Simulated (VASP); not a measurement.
Input of a VASP 6.6.1 run:

The input INCAR:

```
ALGO = Normal
EDIFF = 1E-6
ENCUT = 520
GGA = PE
ISIF = 2
ISMEAR = 0
LASPH = T
LCHARG = F
LREAL = F
LWAVE = F
NBANDS = 28
NELM = 100
PREC = Accurate
SIGMA = 0.01
```

File KPOINTS:

```
k-points
0
Gamma
  6 6 6
```

POSCAR

```
Li2MgSiTe4
1.0
   -3.2874634870      3.2874634870      6.1374252861
    3.2874634870     -3.2874634870      6.1374252861
    3.2874634870      3.2874634870     -6.1374252861
Li Mg Si Te
2 1 1 4
Direct
    0.0000000000      0.0000000000      0.0000000000
    0.7500000000      0.2500000000      0.5000000000
    0.2500000000      0.7500000000      0.5000000000
    0.5000000000      0.5000000000      0.0000000000
    0.1458469660      0.6050877122      0.9908999267
    0.3949122878      0.3858122145      0.5407592538
    0.6141877855      0.1549470393      0.0091000733
    0.8450529607      0.8541530340      0.4592407462
```

Potentials or basis: VASP PAW PBE potentials, release 64 (Li_sv, Mg, Si, Te).

The run is started by

```console
$ cat potpaw_PBE.64/Li_sv/POTCAR potpaw_PBE.64/Mg/POTCAR potpaw_PBE.64/Si/POTCAR potpaw_PBE.64/Te/POTCAR > POTCAR
$ mpirun -np 1 vasp_std > vasp.out
```

(1) What does it give for the largest force?

(2) Estimate the band gap on the k mesh.

## Answers

(1) 0.253 eV/Å.

(2) 1.60 eV (least direct gap 1.65 eV).

Caveat: spin-orbit coupling is left out, which moves the levels of the heavy elements.
